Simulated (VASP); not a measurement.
# TiSi2 (P1) in VASP: a series of runs

TiSi2 is run at these levels: PBE; tasks: single point.

All numbers are computed with VASP 6.6.1; they aren't measurements. Logs are shortened: lines on timing, memory, paths and dates and some standing lists are left out, and cuts for length are marked.

## (1) The cell of the first run

The typed cell holds 3 atoms: a = 4.779 Å, b = 4.779 Å, c = 4.779 Å, α = 144.10°, β = 138.02°, γ = 56.40°.

## (2) Single point, PBE

The input, INCAR:

```
ALGO = Normal
EDIFF = 1E-6
ENCUT = 520
GGA = PE
ISIF = 2
ISMEAR = 0
LASPH = True
LCHARG = True
LELF = True
LREAL = False
LVHAR = True
LWAVE = False
NBANDS = 17
NELM = 60
PREC = Accurate
SIGMA = 0.0053
```

The input, KPOINTS:

```
Automatic mesh
0
Gamma
  3 1 1
  0 0 0.5
```

The input, POSCAR:

```
TiSi2
1.0
   -1.4728720000      1.7121300000      4.2120830000
    1.4728720000     -1.7121300000      4.2120830000
    1.4728720000      1.7121300000     -4.2120830000
Ti Si
1 2
Direct
   -0.0052739646     -0.0403644721      0.0281076971
    0.2692675531      0.3361724891      0.0169652821
    0.6014580101      0.6621327259     -0.0688438415
```

Potentials or basis: VASP PAW PBE potentials, release 64 (Ti_sv, Si).

Run with:

```console
> cat potpaw_PBE.64/Ti_sv/POTCAR potpaw_PBE.64/Si/POTCAR > POTCAR
> mpirun -np 1 vasp_std > vasp.out
```

OUTCAR:

```text
EDIFF = 1E-6
   ENCUT = 520
   GGA = PE
   ISIF = 2
   ISMEAR = 0
   LASPH = True
   LREAL = False
   NELM = 60
   PREC = Accurate

 ion  position               nearest neighbor table
   1  0.995  0.960  0.028-   2 2.47   3 2.52   2 2.63   3 2.65   3 2.65   2 2.73   2 2.80   2 2.87

   2  0.269  0.336  0.017-   3 2.33   1 2.47   3 2.50   3 2.52   1 2.63   3 2.68   1 2.73   1 2.80
                             1 2.87   3 3.14
   3  0.601  0.662  0.931-   2 2.33   2 2.50   1 2.52   2 2.52   1 2.65   1 2.65   2 2.68   2 3.14

  LATTYP: Found a body centered orthorhombic cell.
 ALAT       =     2.9457440000
 B/A-ratio  =     1.1624431723
 C/A-ratio  =     2.8597753233

  Lattice vectors:

 A1 = (  -1.4728720000,   1.7121300000,   4.2120830000)
 A2 = (   1.4728720000,  -1.7121300000,   4.2120830000)
 A3 = (   1.4728720000,   1.7121300000,  -4.2120830000)

Analysis of symmetry for initial positions (statically):
=====================================================================
 Subroutine PRICEL returns:
 Original cell was already a primitive cell.

 Routine SETGRP: Setting up the symmetry group for a
 body centered orthorhombic supercell.

 Subroutine GETGRP returns: Found  1 space group operations
 (whereof  1 operations were pure point group operations)
 out of a pool of  8 trial point group operations.

The static configuration has the point symmetry C_1 .

Analysis of symmetry for dynamics (positions and initial velocities):
=====================================================================
 Subroutine PRICEL returns:
 Original cell was already a primitive cell.

 Routine SETGRP: Setting up the symmetry group for a
 body centered orthorhombic supercell.

 Subroutine GETGRP returns: Found  1 space group operations
 (whereof  1 operations were pure point group operations)
 out of a pool of  8 trial point group operations.

The dynamic configuration has the point symmetry C_1 .

 Subroutine INISYM returns: Found  1 space group operations
 (whereof  1 operations are pure point group operations),
 and found     1 'primitive' translations

----------------------------------------------------------------------------------------

                                     Primitive cell

  volume of cell :      42.4873

  direct lattice vectors                    reciprocal lattice vectors
    -1.472872000  1.712130000  4.212083000     0.000000000  0.292033899  0.118706113
     1.472872000 -1.712130000  4.212083000     0.339472812  0.000000000  0.118706113
     1.472872000  1.712130000 -4.212083000     0.339472812  0.292033899  0.000000000

  length of vectors
     4.779370698  4.779370698  4.779370698     0.315237909  0.359628880  0.447800836

  position of ions in fractional coordinates (direct lattice)
     0.994726035  0.959635528  0.028107697
     0.269267553  0.336172489  0.016965282
     0.601458010  0.662132726  0.931156159

  ion indices of the primitive-cell ions
   primitive index   ion index
                 1           1
                 2           2
                 3           3

----------------------------------------------------------------------------------------

 KPOINTS: Automatic mesh

Automatic generation of k-mesh.
 Grid dimensions read from file:
 generate k-points for:    3    1    1

 Generating k-lattice:

  Cartesian coordinates                     Fractional coordinates (reciprocal lattice)
     0.000000000  0.097344633  0.039568704     0.333333333  0.000000000 -0.000000000
     0.339472812  0.000000000  0.118706113     0.000000000  1.000000000  0.000000000
     0.339472812  0.292033899  0.000000000    -0.000000000  0.000000000  1.000000000

  Length of vectors
     0.105079303  0.359628880  0.447800836

  Shift w.r.t. Gamma in fractional coordinates (k-lattice)
     0.000000000  0.000000000  0.500000000

 -----------------------------------------------------------------------------
|                                                                             |
|           W    W    AA    RRRRR   N    N  II  N    N   GGGG   !!!           |
|           W    W   A  A   R    R  NN   N  II  NN   N  G    G  !!!           |
|           W    W  A    A  R    R  N N  N  II  N N  N  G       !!!           |
|           W WW W  AAAAAA  RRRRR   N  N N  II  N  N N  G  GGG   !            |
|           WW  WW  A    A  R   R   N   NN  II  N   NN  G    G                |
|           W    W  A    A  R    R  N    N  II  N    N   GGGG   !!!           |
|                                                                             |
|     Your reciprocal lattice and k-lattice belong to different lattice       |
|     classes:                                                                |
|                                                                             |
|        The reciprocal lattice is face-centered orthorhombic,                |
|        whereas your k-lattice is base-centered monoclinic.                  |
|                                                                             |
|     Results are often still useful ...                                      |
|                                                                             |
 -----------------------------------------------------------------------------

 WARNING: IBZKPT: internal override: KBLOWUP is changed to .FALSE.
      ... skipping the blow-up phase ...

 Subroutine IBZKPT returns following result:
 ===========================================

 Found      2 irreducible k-points:

 Following reciprocal coordinates:
            Coordinates               Weight
 -0.000000  0.000000  0.500000      1.000000
  0.333333 -0.000000  0.500000      2.000000
   k-points           NKPTS =      2   k-points in BZ     NKDIM =      2   number of bands    NBANDS=     17
   number of dos      NEDOS =    301   number of ions     NIONS =      3
   total plane-waves  NPLWV =  46656
   dimension x,y,z NGX =    36 NGY =   36 NGZ =   36
   dimension x,y,z NGXF=    72 NGYF=   72 NGZF=   72
   ions per type =               1   2
   NGX,Y,Z   is equivalent  to a cutoff of  12.52, 12.52, 12.52 a.u.
   NGXF,Y,Z  is equivalent  to a cutoff of  25.04, 25.04, 25.04 a.u.
 SYSTEM =  unknown system
   PREC   = accura    normal or accurate (medium, high low for compatibility)
   ISTART =      0    job   : 0-new  1-cont  2-samecut
   ICHARG =      2    charge: 1-file 2-atom 10-const
   ISPIN  =      1    spin polarized calculation?
   LNONCOLLINEAR =      F non collinear calculations
   LSORBIT =      F    spin-orbit coupling
   LASPH  =      T    aspherical Exc in radial PAW
   ENCUT  =  520.0 eV  38.22 Ry    6.18 a.u.   8.89  8.89  8.89*2*pi/ulx,y,z
   NELM   =     60;   NELMIN=  2; NELMDL= -5     # of ELM steps
   EDIFF  = 0.1E-05   stopping-criterion for ELM
   LREAL  =      F    real-space projection
   EDIFFG = 0.1E-04   stopping-criterion for IOM
   NSW    =      0    number of steps for IOM
   IBRION =     -1    ionic relax: 0-MD 1-quasi-New 2-CG
   NFREE  =      0    steps in history (QN), initial steepest desc. (CG)
   ISIF   =      2    stress and relaxation
   ISYM   =      2    0-nonsym 1-usesym 2-fastsym
   POTIM  = 0.5000    time-step for ionic-motion
   TEBEG  =    0.0;   TEEND  =   0.0 temperature during run
   PSTRESS=    0.0 pullay stress
   NELECT =      20.0000    total number of electrons
   NUPDOWN=      -1.0000    fix difference up-down
   EMIN   =  10.00;   EMAX   =-10.00  energy-range for DOS
   EFERMI =   0.00;   METHOD = LEGACY
   ISMEAR =     0;   SIGMA  =   0.01  broadening in eV -4-tet -1-fermi 0-gaus
   EFERMI_NEDOS =   21; number of points for ismear=-14 and -15
   IALGO  =     38    algorithm
   IMIX   =      4    mixing-type and parameters
     AMIX     =   0.40;   BMIX     =  1.00
     AMIX_MAG =   1.60;   BMIX_MAG =  1.00
  volume/ion in A,a.u.               =      14.16        95.57
  Fermi-wavevector in a.u.,A,eV,Ry     =   1.273499  2.406564 22.065925  1.621800
  Thomas-Fermi vector in A             =   2.406319
   LORBIT       =      0    0 simple, 1 ext, 2 COOP (PROOUT), +10 PAW based schemes
   GGA     = PE    functional components
   LHFCALC =     F    Hartree Fock is set to
   AEXX    =    0.0000 exact exchange contribution
   IVDW    =     0    specifies the selected vdW correction
   LEPSILON=     F    determine dielectric tensor
   LRPA    =     F    only Hartree local field effects (RPA)
 non-spin polarized calculation
 Gauss-broadening in eV      SIGMA  =   0.01
  energy-cutoff  :      520.00
  volume of cell :       42.49
 maximum number of plane-waves:      1138
 NGX is ok and might be reduce to    36
   NGX = 17   NGY = 17   NGZ = 17

 number of electron      20.0000001 magnetization

 Free energy of the ion-electron system (eV)
  ---------------------------------------------------
  ext. energy  EPLUGINS =         0.00000000
  ---------------------------------------------------
  free energy    TOTEN  =       -19.53834444 eV

  energy without entropy =      -19.53834444  energy(sigma->0) =      -19.53834444

 E-fermi :   9.0510     XC(G=0): -11.6234

 val. band max:        8.9829482973   @ k =   0.3333  -0.0000   0.5000
 cond. band min:       9.7962175350   @ k =  -0.0000   0.0000   0.5000
 fundamental gap:      0.8132692377
 Fermi energy:         9.0510174965

 k-point     1 :      -0.0000    0.0000    0.5000
  band No.  band energies     occupation
      1     -46.8458      2.00000
      2     -23.4595      2.00000
      3     -23.2098      2.00000
      4     -22.9965      2.00000
      5       3.2803      2.00000
      6       4.1773      2.00000
[... 9 lines left out ...]
     16      14.7979      0.00000
     17      15.2839      0.00000

 k-point     2 :       0.3333   -0.0000    0.5000
  band No.  band energies     occupation
      1     -46.8498      2.00000
      2     -23.4611      2.00000
      3     -23.1631      2.00000
      4     -23.0018      2.00000
      5       1.6873      2.00000
      6       2.3973      2.00000
[... 9 lines left out ...]
     16      15.5065      0.00000
     17      16.7763      0.00000

------------------------ aborting loop because EDIFF is reached ----------------------------------------

  FORCE on cell =-STRESS in cart. coord.  units (eV):
  Direction    XX          YY          ZZ          XY          YZ          ZX
  --------------------------------------------------------------------------------------
  -------------------------------------------------------------------------------------
  Total       17.0215996     -6.2973422     -7.3306946     -0.0956345     -1.5178253      7.2376409
  in kB      641.8777166   -237.4702550   -276.4375635     -3.6063395    -57.2365839    272.9285443
  external PRESSURE =      42.6566327 kB  Pullay stress =       0.0000000 kB

 VOLUME and BASIS-vectors are now :
 -----------------------------------------------------------------------------
  energy-cutoff  :      520.00
  volume of cell :       42.49
      direct lattice vectors                 reciprocal lattice vectors
    -1.472872000  1.712130000  4.212083000     0.000000000  0.292033899  0.118706113
     1.472872000 -1.712130000  4.212083000     0.339472812  0.000000000  0.118706113
     1.472872000  1.712130000 -4.212083000     0.339472812  0.292033899  0.000000000

 POSITION                                       TOTAL-FORCE (eV/Angst)
 -----------------------------------------------------------------------------------
     -0.01028      0.10820      8.11354         0.550451     -1.142352      0.594920
      0.12353     -0.08550      2.47870        -1.134984      0.220508     -0.596504
      1.46084      1.49038      1.40024         0.584533      0.921844      0.001584
 -----------------------------------------------------------------------------------
    total drift:                                0.000098      0.000115     -0.000127

  FREE ENERGIE OF THE ION-ELECTRON SYSTEM (eV)
  ---------------------------------------------------
  free  energy   TOTEN  =       -19.5383444370 eV

  energy  without entropy=      -19.5383444370  energy(sigma->0) =      -19.53834444
```

It took 8 s on 1 thread of Intel Xeon 8259CL, shared host; peak memory 0.19 GiB.

What came out:

| Property | Result |
| --- | --- |
| Free energy | -19.5383 eV |
| Pressure | 4.3 GPa |
| Largest force | 1.401 eV/Å |
| Band gap on the k mesh | 0.81 eV, indirect (least direct gap 1.01 eV) |

Forces on the atoms (eV/Å):
```
Ti   0.550 -1.142  0.595
Si  -1.135  0.221 -0.597
Si   0.585  0.922  0.002
```

Levels at points of the mesh, in eV from the valence-band top:
| k point | band 7 | band 8 | band 9 | band 10 | band 11 | band 12 | band 13 | band 14 |
| --- | --- | --- | --- | --- | --- | --- | --- | --- |
| (0.00, 0.00, 0.50) | -4.42 | -3.18 | -2.01 | -0.21 | 0.81 | 3.13 | 3.44 | 3.75 |

Caveat: the k points lie up to 2.81 Å⁻¹ apart; forces of over 1 eV/Å act on the atoms, so gaps and moduli don't describe the material at rest.

(Continued in part 2 of 2.)
